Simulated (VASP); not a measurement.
Here is a VASP 6.6.1 calculation.

The input INCAR:

```
PREC = Accurate ; ENCUT = 520
EDIFF = 1E-6 ; ISMEAR = 0
SIGMA = 0.1 ; LREAL = F
LASPH = T ; NELM = 80
ALGO = Normal ; ISIF = 2
LWAVE = F ; LCHARG = F
GGA = PE ; NBANDS = 17
```

File KPOINTS:

```
regular mesh
0
Gamma
  6 6 6
```

POSCAR

```
SnO
1.0
    3.1575173600      0.0000000000      0.0000000000
    0.0000000000      3.1575173600      0.0000000000
    0.0000000000      0.0000000000      3.1575173600
Sn O
1 1
Direct
    0.0000000000      0.0000000000      0.0000000000
    0.5000000000      0.5000000000      0.5000000000
```

Potentials or basis: VASP PAW PBE potentials, release 64 (Sn_d, O).

The run is started by

```sh
$ cat potpaw_PBE.64/Sn_d/POTCAR potpaw_PBE.64/O/POTCAR > POTCAR
$ mpirun -np 1 vasp_std > vasp.out
```

Q: Predict the band gap on the k mesh.

A: 0.36 eV (least direct gap 0.93 eV).

Q: Predict the pressure.

A: -2.1 GPa.

Caveat: spin-orbit coupling is left out, which moves the levels of the heavy elements. A k mesh can miss the band edges.
